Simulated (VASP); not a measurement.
Crystal: PbS.

```
CELL_PARAMETERS angstrom
2.07995 -5.99130 0.00000
2.07995 5.99130 0.00000
0.00000 0.00000 4.27932
ATOMIC_POSITIONS crystal
Pb 0.13056 0.86944 0.25000
Pb 0.86944 0.13056 0.75000
S 0.35480 0.64520 0.25000
S 0.64520 0.35480 0.75000
```

Base run:

| Item | Value |
| --- | --- |
| Program | VASP 6.6.1 |
| Functional | r2SCAN |
| Potentials or basis | VASP PAW PBE potentials, release 64 (Pb_d, S) |
| Cutoff | 520 eV |
| k mesh | 7 × 7 × 6 |
| Occupations | fermi-dirac, width 0.05 eV |
| Spin | no spin polarisation |

Its results: band gap on the k mesh 1.53 eV (least direct gap 1.79 eV); pressure -0.1 GPa; largest force 0.027 eV/Å.

Q: After a change of settings the same cell gave: band gap on the k mesh 1.26 eV (least direct gap 1.43 eV); pressure 1.0 GPa; largest force 0.103 eV/Å. Which change was it?
A. functional from r2SCAN to B3LYP; cutoff from 520 eV to 400 eV; k mesh from 7 × 7 × 6 to 4 × 4 × 4
B. functional from r2SCAN to revPBE; further incar settings from ALGO = Normal; EDIFF = 1e-06; NBANDS = 28 to ALGO = Normal; EDIFF = 1e-07; NBANDS = 28
C. functional from r2SCAN to PBE
D. functional from r2SCAN to RPBE; dispersion from none to D3(BJ)

A: C.

Caveats: spin-orbit coupling is left out, which moves the levels of the heavy elements; an odd mesh through Γ misses points on the zone boundary, where band edges can lie; the PAW data sets were made with another functional, which shifts forces and pressure a little (at least some runs).
